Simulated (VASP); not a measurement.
# BN (Fm-3m) in VASP: further runs

The runs below take BN through single point, with r2SCAN.

Program: VASP 6.6.1. These are calculated values, not measurements. Logs are shortened: lines on timing, memory, paths and dates and some standing lists are left out, and cuts for length are marked.

## 1. The cell of the first run

It takes space group Fm-3m (No. 225, cubic). Conventional cell: a = 3.492 Å, b = 3.492 Å, c = 3.492 Å, α = 90.00°, β = 90.00°, γ = 90.00°. Within 2.3 Å of B (site symmetry m-3m) lie 6 N at 1.75 Å. Within 2.3 Å of N (site symmetry m-3m) lie 6 B at 1.75 Å.

## 2. Single point, r2SCAN

The input, POSCAR:

```
BN
1.0
    0.0000000000      1.7458259350      1.7458259350
    1.7458259350      0.0000000000      1.7458259350
    1.7458259350      1.7458259350      0.0000000000
B N
1 1
Direct
    0.0000000000      0.0000000000      0.0000000000
    0.5000000000      0.5000000000      0.5000000000
```

The input, INCAR.step1:

```
ALGO     = Normal         # electronic algorithm
EDIFF    = 1E-4           # SCF threshold, eV
ENCUT    = 520            # plane-wave cutoff, eV
GGA      = PE             # functional
ISMEAR   = 0              # smearing method
LASPH    = T              # aspherical terms in the spheres
LCHARG   = F              # write CHGCAR
LREAL    = F              # projectors in reciprocal space
LWAVE    = T              # write WAVECAR
NBANDS   = 11             # bands
NELM     = 80             # most SCF steps
PREC     = Accurate       # precision mode
SIGMA    = 0.01           # smearing width, eV
```

The input, INCAR.step2:

```
ALGO     = Normal         # electronic algorithm
EDIFF    = 1E-7           # SCF threshold, eV
ENCUT    = 520            # plane-wave cutoff, eV
ISIF     = 2              # what is computed and relaxed
ISMEAR   = 0              # smearing method
ISTART   = 1            
LASPH    = T              # aspherical terms in the spheres
LCHARG   = T              # write CHGCAR
LELF     = T              # ELF
LMIXTAU  = T            
LREAL    = F              # projectors in reciprocal space
LVHAR    = T            
LWAVE    = F              # write WAVECAR
METAGGA  = R2SCAN         # meta-GGA
NBANDS   = 11             # bands
NELM     = 80             # most SCF steps
PREC     = Accurate       # precision mode
SIGMA    = 0.01           # smearing width, eV
```

The input, KPOINTS:

```
k-points
0
Gamma
  8 8 8
```

Potentials or basis: VASP PAW PBE potentials, release 64 (B, N).

On the command line:

```
$ cat potpaw_PBE.64/B/POTCAR potpaw_PBE.64/N/POTCAR > POTCAR
$ cp INCAR.step1 INCAR
$ mpirun -np 1 vasp_std > vasp.out
$ cp INCAR.step2 INCAR
$ mpirun -np 1 vasp_std > vasp.out
```

OUTCAR:

```text
EDIFF = 1E-7
   ENCUT = 520
   ISIF = 2
   ISMEAR = 0
   ISTART = 1
   LASPH = T
   LREAL = F
   METAGGA = R2SCAN
   NELM = 80
   PREC = Accurate

 ion  position               nearest neighbor table
   1  0.000  0.000  0.000-   2 1.75   2 1.75   2 1.75   2 1.75   2 1.75   2 1.75
   2  0.500  0.500  0.500-   1 1.75   1 1.75   1 1.75   1 1.75   1 1.75   1 1.75

  LATTYP: Found a face centered cubic cell.
 ALAT       =     3.4916518700

  Lattice vectors:

 A1 = (   0.0000000000,   1.7458259350,   1.7458259350)
 A2 = (   1.7458259350,   0.0000000000,   1.7458259350)
 A3 = (   1.7458259350,   1.7458259350,   0.0000000000)

Analysis of symmetry for initial positions (statically):
=====================================================================
 Subroutine PRICEL returns:
 Original cell was already a primitive cell.

 Routine SETGRP: Setting up the symmetry group for a
 face centered cubic supercell.

 Subroutine GETGRP returns: Found 48 space group operations
 (whereof 48 operations were pure point group operations)
 out of a pool of 48 trial point group operations.

The static configuration has the point symmetry O_h .

Analysis of symmetry for dynamics (positions and initial velocities):
=====================================================================
 Subroutine PRICEL returns:
 Original cell was already a primitive cell.

 Routine SETGRP: Setting up the symmetry group for a
 face centered cubic supercell.

 Subroutine GETGRP returns: Found 48 space group operations
 (whereof 48 operations were pure point group operations)
 out of a pool of 48 trial point group operations.

The dynamic configuration has the point symmetry O_h .

 Subroutine INISYM returns: Found 48 space group operations
 (whereof 48 operations are pure point group operations),
 and found     1 'primitive' translations

----------------------------------------------------------------------------------------

                                     Primitive cell

  volume of cell :      10.6422

  direct lattice vectors                    reciprocal lattice vectors
     0.000000000  1.745825935  1.745825935    -0.286397395  0.286397395  0.286397395
     1.745825935  0.000000000  1.745825935     0.286397395 -0.286397395  0.286397395
     1.745825935  1.745825935  0.000000000     0.286397395  0.286397395 -0.286397395

  length of vectors
     2.468970715  2.468970715  2.468970715     0.496054839  0.496054839  0.496054839

  position of ions in fractional coordinates (direct lattice)
     0.000000000  0.000000000  0.000000000
     0.500000000  0.500000000  0.500000000

  ion indices of the primitive-cell ions
   primitive index   ion index
                 1           1
                 2           2

----------------------------------------------------------------------------------------

 KPOINTS: k-points

Automatic generation of k-mesh.
 Grid dimensions read from file:
 generate k-points for:    8    8    8

 Generating k-lattice:

  Cartesian coordinates                     Fractional coordinates (reciprocal lattice)
    -0.035799674  0.035799674  0.035799674     0.125000000  0.000000000  0.000000000
     0.035799674 -0.035799674  0.035799674     0.000000000  0.125000000  0.000000000
     0.035799674  0.035799674 -0.035799674     0.000000000  0.000000000  0.125000000

  Length of vectors
     0.062006855  0.062006855  0.062006855

  Shift w.r.t. Gamma in fractional coordinates (k-lattice)
     0.000000000  0.000000000  0.000000000

 Subroutine IBZKPT returns following result:
 ===========================================

 Found     29 irreducible k-points:

 Following reciprocal coordinates:
            Coordinates               Weight
  0.000000  0.000000  0.000000      1.000000
  0.125000  0.000000  0.000000      8.000000
  0.250000  0.000000  0.000000      8.000000
  0.375000  0.000000  0.000000      8.000000
  0.500000  0.000000  0.000000      4.000000
  0.125000  0.125000  0.000000      6.000000
[... 16 lines left out ...]
  0.500000  0.250000  0.125000     48.000000
 -0.375000  0.250000  0.125000     24.000000
 [... further k-points ...]
   k-points           NKPTS =     29   k-points in BZ     NKDIM =     29   number of bands    NBANDS=     11
   number of dos      NEDOS =    301   number of ions     NIONS =      2
   total plane-waves  NPLWV =   5832
   dimension x,y,z NGX =    18 NGY =   18 NGZ =   18
   dimension x,y,z NGXF=    36 NGYF=   36 NGZF=   36
   ions per type =               1   1
   NGX,Y,Z   is equivalent  to a cutoff of  12.12, 12.12, 12.12 a.u.
   NGXF,Y,Z  is equivalent  to a cutoff of  24.24, 24.24, 24.24 a.u.
 SYSTEM =  unknown system
   PREC   = accura    normal or accurate (medium, high low for compatibility)
   ISTART =      1    job   : 0-new  1-cont  2-samecut
   ICHARG =      0    charge: 1-file 2-atom 10-const
   ISPIN  =      1    spin polarized calculation?
   LNONCOLLINEAR =      F non collinear calculations
   LSORBIT =      F    spin-orbit coupling
   LASPH  =      T    aspherical Exc in radial PAW
   ENCUT  =  520.0 eV  38.22 Ry    6.18 a.u.   4.59  4.59  4.59*2*pi/ulx,y,z
   NELM   =     80;   NELMIN=  2; NELMDL=  0     # of ELM steps
   EDIFF  = 0.1E-06   stopping-criterion for ELM
   LREAL  =      F    real-space projection
   EDIFFG = 0.1E-05   stopping-criterion for IOM
   NSW    =      0    number of steps for IOM
   IBRION =     -1    ionic relax: 0-MD 1-quasi-New 2-CG
   NFREE  =      0    steps in history (QN), initial steepest desc. (CG)
   ISIF   =      2    stress and relaxation
   ISYM   =      2    0-nonsym 1-usesym 2-fastsym
   POTIM  = 0.5000    time-step for ionic-motion
   TEBEG  =    0.0;   TEEND  =   0.0 temperature during run
   PSTRESS=    0.0 pullay stress
   NELECT =       8.0000    total number of electrons
   NUPDOWN=      -1.0000    fix difference up-down
   EMIN   =  10.00;   EMAX   =-10.00  energy-range for DOS
   EFERMI =   0.00;   METHOD = LEGACY
   ISMEAR =     0;   SIGMA  =   0.01  broadening in eV -4-tet -1-fermi 0-gaus
   EFERMI_NEDOS =   21; number of points for ismear=-14 and -15
   IALGO  =     38    algorithm
   IMIX   =      4    mixing-type and parameters
     AMIX     =   0.40;   BMIX     =  1.00
     AMIX_MAG =   1.60;   BMIX_MAG =  1.00
  volume/ion in A,a.u.               =       5.32        35.91
  Fermi-wavevector in a.u.,A,eV,Ry     =   1.488540  2.812933 30.147133  2.215752
  Thomas-Fermi vector in A             =   2.601562
   LORBIT       =      0    0 simple, 1 ext, 2 COOP (PROOUT), +10 PAW based schemes
   METAGGA = R2SCAN    functional components
   LHFCALC =     F    Hartree Fock is set to
   AEXX    =    0.0000 exact exchange contribution
   IVDW    =     0    specifies the selected vdW correction
   LEPSILON=     F    determine dielectric tensor
   LRPA    =     F    only Hartree local field effects (RPA)
 non-spin polarized calculation
 Gauss-broadening in eV      SIGMA  =   0.01
  energy-cutoff  :      520.00
  volume of cell :       10.64
 maximum number of plane-waves:       302
   NGX =  9   NGY =  9   NGZ =  9

 number of electron       7.9999998 magnetization

 Free energy of the ion-electron system (eV)
  ---------------------------------------------------
  ext. energy  EPLUGINS =         0.00000000
  ---------------------------------------------------
  free energy    TOTEN  =       -15.42666688 eV

  energy without entropy =      -15.42666688  energy(sigma->0) =      -15.42666688

 E-fermi :  10.3565     XC(G=0): -14.7024

 val. band max:       10.2239709087   @ k =  -0.2500   0.1250   0.0000
 cond. band min:      11.7065166925   @ k =   0.5000   0.5000   0.0000
 fundamental gap:      1.4825457838
 Fermi energy:        10.3564917309

 k-point     1 :       0.0000    0.0000    0.0000
  band No.  band energies     occupation
      1     -13.3417      2.00000
      2       9.4528      2.00000
      3       9.4528      2.00000
      4       9.4528      2.00000
      5      20.1961      0.00000
      6      23.5296      0.00000
      7      23.5296      0.00000
      8      23.5296      0.00000
      9      29.7681      0.00000
     10      29.7681      0.00000
     11      29.7681      0.00000

 k-point     2 :       0.1250    0.0000    0.0000
  band No.  band energies     occupation
      1     -12.8836      2.00000
      2       7.5674      2.00000
      3       9.4163      2.00000
      4       9.4163      2.00000
      5      20.5844      0.00000
      6      22.0075      0.00000
      7      22.0075      0.00000
      8      23.2712      0.00000
      9      29.1447      0.00000
     10      30.9220      0.00000
     11      30.9220      0.00000

 k-point     3 :       0.2500    0.0000    0.0000
  band No.  band energies     occupation
      1     -11.5413      2.00000
      2       3.5813      2.00000
      3       9.4056      2.00000
      4       9.4057      2.00000
      5      19.2473      0.00000
      6      19.2473      0.00000
      7      19.7624      0.00000
      8      24.0376      0.00000
      9      30.0273      0.00000
     10      34.0826      0.00000
     11      34.0826      0.00000

 k-point     4 :       0.3750    0.0000    0.0000
  band No.  band energies     occupation
      1      -9.4979      2.00000
      2      -0.5235      2.00000
      3       9.5300      2.00000
      4       9.5300      2.00000
      5      17.0157      0.00000
      6      17.0157      0.00000
      7      18.6959      0.00000
      8      24.8246      0.00000
      9      32.6059      0.00000
     10      38.8533      0.00000
     11      38.8533      0.00000

 k-point     5 :       0.5000    0.0000    0.0000
  band No.  band energies     occupation
      1      -7.9733      2.00000
      2      -2.7966      2.00000
      3       9.6387      2.00000
      4       9.6387      2.00000
      5      16.1483      0.00000
      6      16.1483      0.00000
      7      18.3041      0.00000
      8      25.0665      0.00000
      9      34.7021      0.00000
     10      40.5690      0.00000
     11      43.8624      0.00000
[... 211 lines left out ...]
 k-point    21 :       0.5000    0.5000    0.0000
  band No.  band energies     occupation
      1      -5.1389      2.00000
      2      -1.9655      2.00000
      3       4.4653      2.00000
      4       4.4653      2.00000
      5      11.7065      0.00000
      6      19.9627      0.00000
      7      26.2442      0.00000
      8      26.2442      0.00000
      9      28.0098      0.00000
     10      45.3909      0.00000
     11      47.0283      0.00000

 k-point    22 :       0.3750    0.2500    0.1250
  band No.  band energies     occupation
      1     -10.3485      2.00000
      2       3.7475      2.00000
      3       5.2436      2.00000
      4       8.6919      2.00000
      5      15.6289      0.00000
      6      20.6742      0.00000
      7      23.6042      0.00000
      8      23.9859      0.00000
      9      26.9037      0.00000
     10      37.4358      0.00000
     11      40.8506      0.00000

 k-point    23 :       0.5000    0.2500    0.1250
  band No.  band energies     occupation
      1      -8.3402      2.00000
      2       0.4207      2.00000
      3       4.4993      2.00000
      4       7.4594      2.00000
      5      16.0669      0.00000
      6      18.9532      0.00000
      7      23.1322      0.00000
      8      25.5509      0.00000
      9      29.3216      0.00000
     10      38.9808      0.00000
     11      40.9684      0.00000

 k-point    24 :      -0.3750    0.2500    0.1250
  band No.  band energies     occupation
      1      -6.8585      2.00000
      2      -1.7149      2.00000
      3       4.5907      2.00000
      4       6.6722      2.00000
      5      16.9717      0.00000
      6      17.7025      0.00000
      7      22.8434      0.00000
      8      26.2208      0.00000
      9      32.7582      0.00000
     10      34.5780      0.00000
     11      44.7052      0.00000

 [... further k-points ...]

------------------------ aborting loop because EDIFF is reached ----------------------------------------

  FORCE on cell =-STRESS in cart. coord.  units (eV):
  Direction    XX          YY          ZZ          XY          YZ          ZX
  --------------------------------------------------------------------------------------
  -------------------------------------------------------------------------------------
  Total        0.0291623      0.0291623      0.0291623      0.0000000     -0.0000000      0.0000000
  in kB        4.3903593      4.3903593      4.3903593      0.0000000     -0.0000000      0.0000000
  external PRESSURE =       4.3903593 kB  Pullay stress =       0.0000000 kB

 VOLUME and BASIS-vectors are now :
 -----------------------------------------------------------------------------
  energy-cutoff  :      520.00
  volume of cell :       10.64
      direct lattice vectors                 reciprocal lattice vectors
     0.000000000  1.745825935  1.745825935    -0.286397395  0.286397395  0.286397395
     1.745825935  0.000000000  1.745825935     0.286397395 -0.286397395  0.286397395
     1.745825935  1.745825935  0.000000000     0.286397395  0.286397395 -0.286397395

 POSITION                                       TOTAL-FORCE (eV/Angst)
 -----------------------------------------------------------------------------------
      0.00000      0.00000      0.00000         0.000000     -0.000000      0.000000
      1.74583      1.74583      1.74583        -0.000000      0.000000      0.000000
 -----------------------------------------------------------------------------------
    total drift:                               -0.000000     -0.000000     -0.000000

  FREE ENERGIE OF THE ION-ELECTRON SYSTEM (eV)
  ---------------------------------------------------
  free  energy   TOTEN  =       -15.4266668754 eV

  energy  without entropy=      -15.4266668754  energy(sigma->0) =      -15.42666688
```

It took 19 s on 1 thread of Intel Xeon 6975P-C, shared host; peak memory 0.12 GiB.

Results:

| Property | Result |
| --- | --- |
| Free energy | -15.4267 eV |
| Pressure | 0.4 GPa |
| Band gap on the k mesh | 1.48 eV, indirect (least direct gap 6.51 eV) |

Caveat: the PAW data sets were made with another functional, which shifts forces and pressure a little. A k mesh can miss the band edges.

## 3. Single point, r2SCAN

POSCAR is that of step 2.

The input, INCAR.step1:

```
SYSTEM = BN
PREC = Accurate ; ENCUT = 520
ISMEAR = 0 ; SIGMA = 0.05
LREAL = .FALSE. ; LASPH = .TRUE.
NELM = 80 ; NBANDS = 11
GGA = PE ; ALGO = Normal
EDIFF = 1E-4 ; LWAVE = .TRUE.
LCHARG = .FALSE.
```

The input, INCAR.step2:

```
SYSTEM = BN
PREC = Accurate ; ENCUT = 520
EDIFF = 1E-6 ; ISMEAR = 0
SIGMA = 0.05 ; LREAL = .FALSE.
LASPH = .TRUE. ; NELM = 80
ALGO = Normal ; ISIF = 2
LWAVE = .FALSE. ; LCHARG = .FALSE.
METAGGA = R2SCAN ; LMIXTAU = .TRUE.
NBANDS = 11 ; ISTART = 1
```

The input, KPOINTS:

```
Automatic mesh
0
G
  8 8 8
  0 0 0
```

Potentials or basis: VASP PAW PBE potentials, release 64 (B, N).

On the command line:

```
$ cat potpaw_PBE.64/B/POTCAR potpaw_PBE.64/N/POTCAR > POTCAR
$ cp INCAR.step1 INCAR
$ mpirun -np 1 vasp_std > vasp.out
$ cp INCAR.step2 INCAR
$ mpirun -np 1 vasp_std > vasp.out
```

Wall time 14 s (1 thread of Intel Xeon 6975P-C, shared host); peak memory 0.11 GiB.

It converged, with:

```
Free energy            : -15.4267 eV
Pressure               : 0.4 GPa
Band gap on the k mesh : 1.48 eV, indirect (least direct gap 6.51 eV)
```

Levels at points of the mesh, in eV from the valence-band top:
```
           k point  band 2  band 3  band 4  band 5  band 6  band 7
(0.00, 0.00, 0.00)   -0.77   -0.77   -0.77    9.97   13.30   13.30
(0.50, 0.00, 0.00)  -13.02   -0.59   -0.59    5.92    5.92    8.08
(0.50, 0.50, 0.00)  -12.19   -5.76   -5.76    1.48    9.74   16.02
```

Caveat: the PAW data sets were made with another functional, which shifts forces and pressure a little. r2SCAN opens gaps a little over a GGA but as a rule still falls short of measured ones.
